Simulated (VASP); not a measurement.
# Ge (P6_3/mmc) in VASP: a series of runs

Runs on Ge. Level: PBEsol. Tasks: single point.

All numbers are computed with VASP 6.6.1; they aren't measurements. Logs are shortened: lines on timing, memory, paths and dates and some standing lists are left out, and cuts for length are marked.

## 1. The cell of the first run

The structure is hexagonal, space group P6_3/mmc (No. 194). The conventional cell has a = 4.085 Å, b = 4.085 Å, c = 13.385 Å, α = 90.00°, β = 90.00°, γ = 120.00°. Within 3.3 Å of Ge (site symmetry 3m) lie 4 Ge at 2.50 Å. Within 3.3 Å of Ge (site symmetry 3m) lie 4 Ge at 2.50 to 2.53 Å.

This isn't the form of Ge at room conditions, which is diamond.

## 2. Single point, PBEsol (24.18 Å³/atom)

INCAR reads:

```
SYSTEM = Ge
PREC = Accurate
ENCUT = 520
EDIFF = 1E-7
ISMEAR = 0
SIGMA = 0.1
LREAL = .False.
LASPH = .True.
NELM = 100
ALGO = Normal
ISIF = 2
LWAVE = .False.
LCHARG = .False.
GGA = PS
NBANDS = 66
```

KPOINTS reads:

```
regular mesh
0
Gamma
  12 12 4
  0 0 0
```

POSCAR reads:

```
Ge
1.0
    4.0854329353      0.0000000000      0.0000000000
   -2.0427164677      3.5380887074      0.0000000000
    0.0000000000      0.0000000000     13.3849189157
Ge
8
Direct
    0.0000000000      0.0000000000      0.4067391009
    0.0000000000      0.0000000000      0.5932608991
    0.0000000000      0.0000000000      0.9067391009
    0.0000000000      0.0000000000      0.0932608991
    0.3333333333      0.6666666667      0.3443359399
    0.6666666667      0.3333333333      0.6556640601
    0.6666666667      0.3333333333      0.8443359399
    0.3333333333      0.6666666667      0.1556640601
```

Potentials or basis: VASP PAW PBE potentials, release 64 (Ge_d).

Launch:

```
> cat potpaw_PBE.64/Ge_d/POTCAR > POTCAR
> mpirun -np 1 vasp_std > vasp.out
```

OUTCAR:

```text
SYSTEM = Ge
   PREC = Accurate
   ENCUT = 520
   EDIFF = 1E-7
   ISMEAR = 0
   LREAL = .False.
   LASPH = .True.
   NELM = 100
   ISIF = 2
   GGA = PS

 ion  position               nearest neighbor table
   1  0.000  0.000  0.407-   2 2.50   5 2.50   5 2.50   5 2.50
   2  0.000  0.000  0.593-   1 2.50   6 2.50   6 2.50   6 2.50
   3  0.000  0.000  0.907-   4 2.50   7 2.50   7 2.50   7 2.50
   4  0.000  0.000  0.093-   3 2.50   8 2.50   8 2.50   8 2.50
   5  0.333  0.667  0.344-   1 2.50   1 2.50   1 2.50   8 2.53
   6  0.667  0.333  0.656-   2 2.50   2 2.50   2 2.50   7 2.53
   7  0.667  0.333  0.844-   3 2.50   3 2.50   3 2.50   6 2.53
   8  0.333  0.667  0.156-   4 2.50   4 2.50   4 2.50   5 2.53

  LATTYP: Found a hexagonal cell.
 ALAT       =     4.0854329353
 C/A-ratio  =     3.2762547147

  Lattice vectors:

 A1 = (   4.0854329353,   0.0000000000,   0.0000000000)
 A2 = (  -2.0427164677,   3.5380887074,   0.0000000000)
 A3 = (   0.0000000000,   0.0000000000,  13.3849189157)

Analysis of symmetry for initial positions (statically):
=====================================================================
 Subroutine PRICEL returns:
 Original cell was already a primitive cell.

 Routine SETGRP: Setting up the symmetry group for a
 hexagonal supercell.

 Subroutine GETGRP returns: Found 24 space group operations
 (whereof 12 operations were pure point group operations)
 out of a pool of 24 trial point group operations.

The static configuration has the point symmetry D_3d.
 The point group associated with its full space group is D_6h.

Analysis of symmetry for dynamics (positions and initial velocities):
=====================================================================
 Subroutine PRICEL returns:
 Original cell was already a primitive cell.

 Routine SETGRP: Setting up the symmetry group for a
 hexagonal supercell.

 Subroutine GETGRP returns: Found 24 space group operations
 (whereof 12 operations were pure point group operations)
 out of a pool of 24 trial point group operations.

The dynamic configuration has the point symmetry D_3d.
 The point group associated with its full space group is D_6h.

 Subroutine INISYM returns: Found 24 space group operations
 (whereof 12 operations are pure point group operations),
 and found     1 'primitive' translations

----------------------------------------------------------------------------------------

                                     Primitive cell

  volume of cell :     193.4740

  direct lattice vectors                    reciprocal lattice vectors
     4.085432935  0.000000000  0.000000000     0.244772100  0.141319238  0.000000000
    -2.042716468  3.538088707  0.000000000     0.000000000  0.282638476  0.000000000
     0.000000000  0.000000000 13.384918916     0.000000000  0.000000000  0.074710949

  length of vectors
     4.085432935  4.085432935 13.384918916     0.282638476  0.282638476  0.074710949

  position of ions in fractional coordinates (direct lattice)
     0.000000000  0.000000000  0.406739101
     0.000000000  0.000000000  0.593260899
     0.000000000  0.000000000  0.906739101
     0.000000000  0.000000000  0.093260899
     0.333333333  0.666666667  0.344335940
     0.666666667  0.333333333  0.655664060
     0.666666667  0.333333333  0.844335940
     0.333333333  0.666666667  0.155664060

  ion indices of the primitive-cell ions
   primitive index   ion index
                 1           1
                 2           2
                 3           3
                 4           4
                 5           5
                 6           6
                 7           7
                 8           8

----------------------------------------------------------------------------------------

 KPOINTS: regular mesh

Automatic generation of k-mesh.
 Grid dimensions read from file:
 generate k-points for:   12   12    4

 Generating k-lattice:

  Cartesian coordinates                     Fractional coordinates (reciprocal lattice)
     0.020397675  0.011776603  0.000000000     0.083333333  0.000000000  0.000000000
     0.000000000  0.023553206  0.000000000     0.000000000  0.083333333  0.000000000
     0.000000000  0.000000000  0.018677737     0.000000000  0.000000000  0.250000000

  Length of vectors
     0.023553206  0.023553206  0.018677737

  Shift w.r.t. Gamma in fractional coordinates (k-lattice)
     0.000000000  0.000000000  0.000000000

 Subroutine IBZKPT returns following result:
 ===========================================

 Found     57 irreducible k-points:

 Following reciprocal coordinates:
            Coordinates               Weight
  0.000000  0.000000  0.000000      1.000000
  0.083333  0.000000  0.000000      6.000000
  0.166667  0.000000  0.000000      6.000000
  0.250000  0.000000  0.000000      6.000000
  0.333333  0.000000  0.000000      6.000000
  0.416667  0.000000  0.000000      6.000000
[... 16 lines left out ...]
  0.250000  0.000000  0.250000     12.000000
  0.333333  0.000000  0.250000     12.000000
 [... further k-points ...]
   k-points           NKPTS =     57   k-points in BZ     NKDIM =     57   number of bands    NBANDS=     66
   number of dos      NEDOS =    301   number of ions     NIONS =      8
   total plane-waves  NPLWV =  90000
   dimension x,y,z NGX =    30 NGY =   30 NGZ =  100
   dimension x,y,z NGXF=    60 NGYF=   60 NGZF=  200
   ions per type =               8
   NGX,Y,Z   is equivalent  to a cutoff of  12.21, 12.21, 12.42 a.u.
   NGXF,Y,Z  is equivalent  to a cutoff of  24.42, 24.42, 24.84 a.u.
 SYSTEM =  Ge
   PREC   = accura    normal or accurate (medium, high low for compatibility)
   ISTART =      0    job   : 0-new  1-cont  2-samecut
   ICHARG =      2    charge: 1-file 2-atom 10-const
   ISPIN  =      1    spin polarized calculation?
   LNONCOLLINEAR =      F non collinear calculations
   LSORBIT =      F    spin-orbit coupling
   LASPH  =      T    aspherical Exc in radial PAW
   ENCUT  =  520.0 eV  38.22 Ry    6.18 a.u.   7.60  7.60 24.89*2*pi/ulx,y,z
   NELM   =    100;   NELMIN=  2; NELMDL= -5     # of ELM steps
   EDIFF  = 0.1E-06   stopping-criterion for ELM
   LREAL  =      F    real-space projection
   EDIFFG = 0.1E-05   stopping-criterion for IOM
   NSW    =      0    number of steps for IOM
   IBRION =     -1    ionic relax: 0-MD 1-quasi-New 2-CG
   NFREE  =      0    steps in history (QN), initial steepest desc. (CG)
   ISIF   =      2    stress and relaxation
   ISYM   =      2    0-nonsym 1-usesym 2-fastsym
   POTIM  = 0.5000    time-step for ionic-motion
   TEBEG  =    0.0;   TEEND  =   0.0 temperature during run
   PSTRESS=    0.0 pullay stress
   NELECT =     112.0000    total number of electrons
   NUPDOWN=      -1.0000    fix difference up-down
   EMIN   =  10.00;   EMAX   =-10.00  energy-range for DOS
   EFERMI =   0.00;   METHOD = LEGACY
   ISMEAR =     0;   SIGMA  =   0.10  broadening in eV -4-tet -1-fermi 0-gaus
   EFERMI_NEDOS =   21; number of points for ismear=-14 and -15
   IALGO  =     38    algorithm
   IMIX   =      4    mixing-type and parameters
     AMIX     =   0.40;   BMIX     =  1.00
     AMIX_MAG =   1.60;   BMIX_MAG =  1.00
  volume/ion in A,a.u.               =      24.18       163.20
  Fermi-wavevector in a.u.,A,eV,Ry     =   1.364395  2.578332 25.328233  1.861573
  Thomas-Fermi vector in A             =   2.490714
   LORBIT       =      0    0 simple, 1 ext, 2 COOP (PROOUT), +10 PAW based schemes
   GGA     = PS    functional components
   LHFCALC =     F    Hartree Fock is set to
   AEXX    =    0.0000 exact exchange contribution
   IVDW    =     0    specifies the selected vdW correction
   LEPSILON=     F    determine dielectric tensor
   LRPA    =     F    only Hartree local field effects (RPA)
 non-spin polarized calculation
 Gauss-broadening in eV      SIGMA  =   0.10
  energy-cutoff  :      520.00
  volume of cell :      193.47
 maximum number of plane-waves:      5252
   NGX = 15   NGY = 15   NGZ = 49

 number of electron     111.9999891 magnetization

 Free energy of the ion-electron system (eV)
  ---------------------------------------------------
  ext. energy  EPLUGINS =         0.00000000
  ---------------------------------------------------
  free energy    TOTEN  =       -39.31537168 eV

  energy without entropy =      -39.31385425  energy(sigma->0) =      -39.31461297

 E-fermi :   4.2315     XC(G=0):  -9.8171

 val. band max:        4.2264435572   @ k =   0.0000   0.0000   0.0000
 cond. band min:       4.3037883762   @ k =   0.0000   0.0000   0.0000
 fundamental gap:      0.0773448191
 Fermi energy:         4.2315268450

 k-point     1 :       0.0000    0.0000    0.0000
  band No.  band energies     occupation
      1     -20.4702      2.00000
      2     -20.4702      2.00000
      3     -20.4624      2.00000
      4     -20.4624      2.00000
      5     -20.4590      2.00000
      6     -20.4590      2.00000
[... 58 lines left out ...]
     65       7.4209      0.00000
     66       7.9126      0.00000

 k-point     2 :       0.0833    0.0000    0.0000
  band No.  band energies     occupation
      1     -20.4751      2.00000
      2     -20.4718      2.00000
      3     -20.4639      2.00000
      4     -20.4636      2.00000
      5     -20.4625      2.00000
      6     -20.4605      2.00000
[... 58 lines left out ...]
     65       7.6671      0.00000
     66       7.7060      0.00000

 k-point     3 :       0.1667    0.0000    0.0000
  band No.  band energies     occupation
      1     -20.4831      2.00000
      2     -20.4749      2.00000
      3     -20.4682      2.00000
      4     -20.4670      2.00000
      5     -20.4666      2.00000
      6     -20.4637      2.00000
[... 1438 lines left out ...]
     65       8.7307      0.00000
     66       8.8352      0.00000

 k-point    24 :       0.3333    0.0000    0.2500
  band No.  band energies     occupation
      1     -20.4894      2.00000
      2     -20.4791      2.00000
      3     -20.4783      2.00000
      4     -20.4745      2.00000
      5     -20.4680      2.00000
      6     -20.4666      2.00000
[... 58 lines left out ...]
     65       9.0331      0.00000
     66       9.1403      0.00000

 [... further k-points ...]
[... 5 lines left out ...]
  --------------------------------------------------------------------------------------
  -------------------------------------------------------------------------------------
  Total       -4.2750532     -4.2750532     -4.1858046      0.0000000      0.0000000      0.0000000
  in kB      -35.4021433    -35.4021433    -34.6630670      0.0000000      0.0000000      0.0000000
  external PRESSURE =     -35.1557845 kB  Pullay stress =       0.0000000 kB

 VOLUME and BASIS-vectors are now :
 -----------------------------------------------------------------------------
  energy-cutoff  :      520.00
  volume of cell :      193.47
      direct lattice vectors                 reciprocal lattice vectors
     4.085432935  0.000000000  0.000000000     0.244772100  0.141319238  0.000000000
    -2.042716468  3.538088707  0.000000000     0.000000000  0.282638476  0.000000000
     0.000000000  0.000000000 13.384918916     0.000000000  0.000000000  0.074710949

 POSITION                                       TOTAL-FORCE (eV/Angst)
 -----------------------------------------------------------------------------------
      0.00000      0.00000      5.44417         0.000000     -0.000000      0.010285
      0.00000      0.00000      7.94075        -0.000000      0.000000     -0.010285
      0.00000      0.00000     12.13663        -0.000000      0.000000      0.010285
      0.00000      0.00000      1.24829         0.000000     -0.000000     -0.010285
     -0.00000      2.35873      4.60891         0.000000     -0.000000     -0.010024
      2.04272      1.17936      8.77601        -0.000000      0.000000      0.010024
      2.04272      1.17936     11.30137         0.000000      0.000000     -0.010024
     -0.00000      2.35873      2.08355         0.000000     -0.000000      0.010024
 -----------------------------------------------------------------------------------
    total drift:                               -0.000000     -0.000000      0.000000

  FREE ENERGIE OF THE ION-ELECTRON SYSTEM (eV)
  ---------------------------------------------------
  free  energy   TOTEN  =       -39.3153716834 eV

  energy  without entropy=      -39.3138542531  energy(sigma->0) =      -39.31461297
```

Wall time 12 min (1 thread of Intel Xeon Platinum 8488C (Sapphire Rapids), shared host); peak memory 0.6 GiB.

Results:

| Quantity | Value |
| --- | --- |
| Free energy | -39.3154 eV |
| Pressure | -3.5 GPa |
| Largest force | 0.010 eV/Å |
| Band gap on the k mesh | zero (bands 56 and 57 overlap by 0.01 eV) |

Forces on the atoms (eV/Å):
```
Ge   0.000  0.000  0.010
Ge   0.000  0.000 -0.010
Ge   0.000  0.000  0.010
Ge   0.000  0.000 -0.010
Ge   0.000  0.000 -0.010
Ge   0.000  0.000  0.010
Ge   0.000  0.000 -0.010
Ge   0.000  0.000  0.010
```

Levels at points of the mesh, in eV from the Fermi level:
```tsv
k point	band 53	band 54	band 55	band 56	band 57	band 58	band 59	band 60
(0.00, 0.00, 0.00)	-0.75	-0.54	-0.19	-0.01	0.07	0.07	0.31	0.59
(0.50, 0.00, 0.00)	-2.21	-2.20	-1.64	-1.31	0.11	0.35	0.63	1.41
(0.00, 0.00, 0.50)	-0.25	-0.25	-0.25	-0.25	-0.02	-0.02	0.88	0.88
(0.50, 0.00, 0.50)	-2.39	-2.39	-1.63	-1.63	0.64	0.64	1.19	1.19
```

Caveat: the cell stands under tension; semilocal functionals underestimate gaps, and a narrow one can read as zero; the PAW data sets were made with another functional, which shifts forces and pressure a little.

## 3. Single point, PBEsol (23.50 Å³/atom)

This run uses another cell than the first one, of 23.50 Å³/atom.

INCAR reads:

```
PREC     = Accurate       # precision mode
ENCUT    = 520            # plane-wave cutoff, eV
EDIFF    = 1E-6           # SCF threshold, eV
ISMEAR   = 0              # smearing method
SIGMA    = 0.1            # smearing width, eV
LREAL    = F              # projectors in reciprocal space
LASPH    = T              # aspherical terms in the spheres
NELM     = 80             # most SCF steps
ALGO     = Normal         # electronic algorithm
ISIF     = 2              # what is computed and relaxed
LWAVE    = F              # write WAVECAR
LCHARG   = F              # write CHGCAR
GGA      = PS             # functional
NBANDS   = 66             # bands
```

KPOINTS reads:

```
regular mesh
0
Gamma
  12 12 4
```

POSCAR reads:

```
Ge
1.0
    4.0438122685      0.0000000000      0.0000000000
   -2.0219061343      3.5020441527      0.0000000000
    0.0000000000      0.0000000000     13.2752070812
Ge
8
Direct
    0.0000000000      0.0000000000      0.4068073295
    0.0000000000      0.0000000000      0.5931926705
    0.0000000000      0.0000000000      0.9068073295
    0.0000000000      0.0000000000      0.0931926705
    0.3333333333      0.6666666667      0.3441392333
    0.6666666667      0.3333333333      0.6558607667
    0.6666666667      0.3333333333      0.8441392333
    0.3333333333      0.6666666667      0.1558607667
```

Potentials or basis: VASP PAW PBE potentials, release 64 (Ge_d).

Launch:

```
> cat potpaw_PBE.64/Ge_d/POTCAR > POTCAR
> mpirun -np 1 vasp_std > vasp.out
```

Run time: 9 min. Hardware: 1 thread of AMD EPYC 9R45 (Zen 5), shared host; peak memory 0.56 GiB.

It converged, with:

* Free energy: -39.4075 eV
* Pressure: -2.0 GPa
* Largest force: 0.009 eV/Å
* Band gap on the k mesh: zero (bands 56 and 57 overlap by 0.01 eV)

Forces on the atoms (eV/Å):
```
Ge   0.000  0.000  0.001
Ge   0.000  0.000 -0.001
Ge   0.000  0.000  0.001
Ge   0.000  0.000 -0.001
Ge   0.000  0.000  0.009
Ge   0.000  0.000 -0.009
Ge   0.000  0.000  0.009
Ge   0.000  0.000 -0.009
```

Levels at points of the mesh, in eV from the Fermi level:
| k point | band 52 | band 53 | band 54 | band 55 | band 56 | band 57 | band 58 | band 59 | band 60 | band 61 |
| --- | --- | --- | --- | --- | --- | --- | --- | --- | --- | --- |
| (0.00, 0.00, 0.00) | -0.79 | -0.79 | -0.31 | -0.14 | -0.03 | 0.06 | 0.06 | 0.38 | 0.68 | 2.39 |
| (0.50, 0.00, 0.00) | -2.33 | -2.31 | -2.31 | -1.74 | -1.37 | 0.14 | 0.33 | 0.59 | 1.39 | 1.74 |
| (0.00, 0.00, 0.50) | -1.25 | -0.27 | -0.27 | -0.27 | -0.27 | 0.06 | 0.06 | 0.99 | 0.99 | 2.76 |
| (0.50, 0.00, 0.50) | -2.79 | -2.50 | -2.50 | -1.70 | -1.70 | 0.62 | 0.62 | 1.21 | 1.21 | 2.20 |

Caveat: semilocal functionals underestimate gaps, and a narrow one can read as zero; the PAW data sets were made with another functional, which shifts forces and pressure a little.

## 4. Single point, PBEsol

This run uses another cell than the first one, of 22.82 Å³/atom.

INCAR reads:

```
SYSTEM = Ge
PREC     = Accurate       ! precision mode
ENCUT    = 520            ! plane-wave cutoff, eV
EDIFF    = 1E-7           ! SCF threshold, eV
ISMEAR   = 0              ! smearing method
SIGMA    = 0.15           ! smearing width, eV
LREAL    = .FALSE.        ! projectors in reciprocal space
LASPH    = .TRUE.         ! aspherical terms in the spheres
NELM     = 100            ! most SCF steps
ALGO     = Normal         ! electronic algorithm
ISIF     = 2              ! what is computed and relaxed
LWAVE    = .FALSE.        ! write WAVECAR
LCHARG   = .FALSE.        ! write CHGCAR
GGA      = PS             ! functional
NBANDS   = 66             ! bands
```

KPOINTS reads:

```
Automatic mesh
0
G
  12 12 4
  0 0 0
```

POSCAR: that of step 3 with these lines changed.

```diff
@@ -2,5 +2,5 @@
 1.0
-    4.0438122685      0.0000000000      0.0000000000
-   -2.0219061343      3.5020441527      0.0000000000
-    0.0000000000      0.0000000000     13.2752070812
+    4.0041644970      0.0000000000      0.0000000000
+   -2.0020822485      3.4677081753      0.0000000000
+    0.0000000000      0.0000000000     13.1450496070
 Ge
```

Launch:

```
> cat potpaw_PBE.64/Ge_d/POTCAR > POTCAR
> mpirun -np 1 vasp_std > vasp.out
```

Wall time 7.3 min (1 thread of AMD EPYC 9R45 (Zen 5), shared host); peak memory 0.54 GiB.

The run converged. Its results:

* Free energy: -39.4421 eV
* Pressure: -0.1 GPa
* Band gap on the k mesh: 0.01 eV (least direct gap 0.05 eV)

Levels at points of the mesh, in eV from the valence-band top:
```csv
k point,band 54,band 55,band 56,band 57,band 58,band 59
"(0.00, 0.00, 0.00)",-0.12,-0.06,0.00,0.05,0.05,0.46
"(0.50, 0.00, 0.00)",-2.40,-1.82,-1.43,0.18,0.32,0.55
"(0.00, 0.00, 0.50)",-0.30,-0.30,-0.30,0.13,0.13,1.12
"(0.50, 0.00, 0.50)",-2.60,-1.78,-1.78,0.61,0.61,1.25
```

Caveat: the smearing spreads over this small gap; semilocal functionals underestimate gaps, and a narrow one can read as zero; the PAW data sets were made with another functional, which shifts forces and pressure a little.

## 5. Overview

```tsv
cell	smearing	gap on the mesh (eV)	pressure (GPa)	largest force (eV/Å)
a = 4.085, b = 4.085, c = 13.385 Å, angles 90.0, 90.0, 120.0°, 8 atoms, atomic positions A	gaussian 0.1 eV	none	-3.5	0.01
a = 4.044, b = 4.044, c = 13.275 Å, angles 90.0, 90.0, 120.0°, 8 atoms, atomic positions B	gaussian 0.1 eV	none	-2.0	0.01
a = 4.004, b = 4.004, c = 13.145 Å, angles 90.0, 90.0, 120.0°, 8 atoms, atomic positions B	gaussian 0.15 eV	0.01	-0.1	-
```

Alike in all rows: task single point; level PBEsol; potentials or basis VASP PAW PBE potentials, release 64 (Ge_d); no spin polarisation; k mesh 12 × 12 × 4; cutoff (eV) 520.

Caveats: semilocal functionals underestimate gaps, and a narrow one can read as zero; the PAW data sets were made with another functional, which shifts forces and pressure a little; the cell stands under tension (at least some runs); the smearing spreads over this small gap (at least some runs).

Absolute energies hang on the potentials; compare differences alone.

The gap in the log of VASP goes by the Fermi energy; the results here count the filled bands.